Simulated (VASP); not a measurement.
## Rh: single point with LDA

Rh:

```
CELL_PARAMETERS angstrom
4.13494 0.00000 0.00000
-2.06747 3.58096 0.00000
0.00000 0.00000 2.53454
ATOMIC_POSITIONS crystal
Rh 0.00000 0.00000 0.00000
Rh 0.33333 0.66667 0.50000
Rh 0.66667 0.33333 0.50000
```

This cell differs from its parent crystal: volume scaled by 0.92.

```json
{
  "Program": "VASP 6.6.1",
  "Task": "single point",
  "Functional": "LDA",
  "Potentials or basis": "VASP PAW LDA potentials, release 64 (Rh_pv)",
  "Cutoff": "520 eV",
  "k mesh": "10 × 10 × 14",
  "Occupations": "fermi-dirac, width 0.1 eV",
  "Spin": "no spin polarisation"
}
```

```yaml
Pressure: 31.6 GPa
```

Stress tensor (GPa, compression positive):
```
32.74  0.00  0.00
 0.00 32.74  0.00
 0.00  0.00 29.37
```

Levels at points of the mesh, in eV from the Fermi level:
```csv
k point,band 20,band 21,band 22,band 23,band 24,band 25,band 26,band 27
"(0.00, 0.00, 0.00)",-2.00,-2.00,-1.92,-1.92,0.96,0.96,9.28,9.28
"(0.50, 0.00, 0.00)",-1.68,-0.29,0.11,0.13,0.18,0.45,1.02,1.04
"(0.00, 0.00, 0.50)",-0.06,-0.06,0.46,0.46,1.86,3.23,4.14,10.25
"(0.50, 0.00, 0.50)",-1.00,-0.55,0.16,0.65,1.41,3.06,4.13,8.05
```

Wall time 34 s on 1 thread of Intel(R) Xeon(R) Platinum 8559C (Emerald Rapids), on a shared host, peak memory 0.2 GiB.
